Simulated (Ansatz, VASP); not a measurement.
## One calculation of Ta, two programs

```xyz
1
Lattice="-1.6513 1.6513 1.6513 1.6513 -1.6513 1.6513 1.6513 1.6513 -1.6513" Properties=species:S:1:pos:R:3 pbc="T T T"
Ta    0.0000    0.0000    0.0000
```

Alike in both runs: functional LDA; k mesh 8 × 8 × 8; occupations fermi-dirac, width 0.05 eV; non-collinear spin, spin-orbit coupling.

|  | VASP | Ansatz |
| --- | --- | --- |
| version | VASP 6.6.1 | Ansatz 0.2.0 |
| potentials or method | VASP PAW LDA potentials, release 64 (Ta_pv), cutoff 520 eV | all-electron LAPW, relativistic spinors |
| task | single point | band structure |

|  | VASP | Ansatz | Ansatz less VASP |
| --- | --- | --- | --- |
| pressure (GPa) | -9.8 | -10.8 | -1.04 |
| net moment per atom (μB) | 0.00 | 0.00 | 0.000 |

LDA's correlation is that of Perdew and Zunger in VASP and of Perdew and Wang (1992) in Ansatz. Ansatz ran all-electron here, and VASP with PAW potentials.

Noted on Ansatz's run: the k mesh is thin for a metal, which can move the energy by tens of meV per atom.
